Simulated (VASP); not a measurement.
## AlN: single point with PBE

The system is AlN.

```xyz
4
Lattice="3.0673 0.0000 0.0000 -1.5336 2.6564 0.0000 0.0000 0.0000 4.8163" Properties=species:S:1:pos:R:3 pbc="T T T"
Al    0.0000    1.7709   -0.0041
Al    1.5337    0.8855    2.4040
N     0.0000    1.7709    1.8584
N     1.5337    0.8855    4.2665
```

```yaml
Program: VASP 6.6.1
Task: single point
Functional: PBE
Potentials_or_basis: VASP PAW PBE potentials, release 64 (Al, N)
Cutoff: 520 eV
k_mesh: 9 × 9 × 6
Occupations: gaussian, width 0.05 eV
Spin: no spin polarisation
```

| Property | Result |
| --- | --- |
| Pressure | 17.9 GPa |
| Band gap on the k mesh | 4.63 eV, direct |

Stress tensor (GPa, compression positive):
```
16.70  0.00  0.00
 0.00 16.70  0.00
 0.00  0.00 20.33
```

Levels at points of the mesh, in eV from the valence-band top:
```
           k point  band 6  band 7  band 8  band 9  band 10  band 11
(0.00, 0.00, 0.00)   -0.43   -0.43    0.00    4.63     6.89    11.14
(0.00, 0.00, 0.50)   -0.81   -0.81   -0.81    6.82     6.82    10.79
```

Wall time 8.9 s on 1 thread of Intel(R) Xeon(R) 6975P-C (Granite Rapids) (shared host), peak memory 0.15 GiB.

A k mesh can miss the band edges. As with any semilocal functional, this PBE gap is likely too small.
